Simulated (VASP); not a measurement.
Hf:

```
Hf
1.0
     2.91381    0.00000    0.00000
     0.00000    2.91381    0.00000
     0.00000    0.00000    2.91381
Hf
1
Direct
  0.50000 0.50000 0.50000
```

This isn't the form of Hf at room conditions, which is hcp.

| Quantity | Value |
| --- | --- |
| Program | VASP 6.6.1 |
| Task | relaxation of cell and atoms |
| Functional | PBEsol-based global hybrid with 25 % exact exchange |
| Potentials or basis | VASP PAW PBE potentials, release 64 (Hf_pv) |
| Cutoff | 600 eV |
| k mesh | 5 × 5 × 5 |
| Occupations | fermi-dirac, width 0.05 eV |
| Spin | no spin polarisation |

At the start: pressure -3.3 GPa; volume 24.74 Å³/atom.

Problem. How do energy, volume and symmetry change on relaxing?

Solution. Over 3 steps the energy falls by 9.5 meV/atom and the volume is 23.85 Å³/atom (-3.6 %); space group Pm-3m (No. 221, to 0.1 Å) before and after.

Step by step:
| step | energy change (eV) | largest force (eV/Å) | pressure (GPa) | volume (Å³) |
| --- | --- | --- | --- | --- |
| 1 | 0.0000 | 0.0000 | -3.27 | 24.74 |
| 2 | 0.0005 | 0.0000 | 3.78 | 22.97 |
| 3 | -0.0095 | 0.0000 | 0.01 | 23.85 |

Final structure:
```
Hf
1.0
     2.87829    0.00000    0.00000
     0.00000    2.87829    0.00000
     0.00000    0.00000    2.87829
Hf
1
Direct
  0.50000 0.50000 0.50000
```

Caveat: the k points lie up to 0.44 Å⁻¹ apart in the final cell, too coarse for converged energies and pressures of a metal; the PAW data sets were made with another functional, which shifts forces and pressure a little.
